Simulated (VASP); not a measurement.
Here is a VASP 6.6.1 calculation.

INCAR

```
PREC     = Accurate       # precision mode
ENCUT    = 520            # plane-wave cutoff, eV
EDIFF    = 1E-6           # SCF threshold, eV
ISMEAR   = -1             # smearing method
SIGMA    = 0.02           # smearing width, eV
LREAL    = False          # projectors in reciprocal space
LASPH    = True           # aspherical terms in the spheres
NELM     = 80             # most SCF steps
ALGO     = Normal         # electronic algorithm
ISIF     = 2              # what is computed and relaxed
LWAVE    = False          # write WAVECAR
LCHARG   = True           # write CHGCAR
LELF     = True           # ELF
LVHAR    = True         
NBANDS   = 23             # bands
```

KPOINTS

```
Automatic mesh
0
Gamma
  5 5 6
```

The input POSCAR:

```
Mg7Cd
1.0
    6.3292828300      0.0000000000      0.0000000000
   -3.1646414100      5.4813197200      0.0000000000
    0.0000000000      0.0000000000      5.0222390400
Mg Cd
7 1
Direct
    0.9996655289      0.4998327593      0.5000000000
    0.5001672295      0.4998327593      0.5000000000
    0.5001672297      0.0003344705      0.5000000000
    0.1663672198      0.3327344496      0.0000000000
    0.1663672190      0.8336327789      0.0000000000
    0.6672655491      0.8336327789      0.0000000000
    0.6666666698      0.3333333291      0.0000000000
    0.0000000000      0.0000000000      0.5000000000
```

Potentials or basis: VASP PAW LDA potentials, release 64 (Mg, Cd).

The run is started by

```console
$ cat potpaw_LDA.64/Mg/POTCAR potpaw_LDA.64/Cd/POTCAR > POTCAR
$ mpirun -np 1 vasp_std > vasp.out
```

Predict the pressure.

-1.8 GPa.

Predict the band gap on the k mesh.

zero (bands 13 and 14 overlap by 1.75 eV).

Forces in eV/Å, atoms in the order of the input:
```
Mg  -0.017 -0.010  0.000
Mg   0.017 -0.010  0.000
Mg   0.000  0.020  0.000
Mg   0.000 -0.061  0.000
Mg  -0.052  0.030  0.000
Mg   0.052  0.030  0.000
Mg   0.000  0.000  0.000
Cd   0.000  0.000  0.000
```
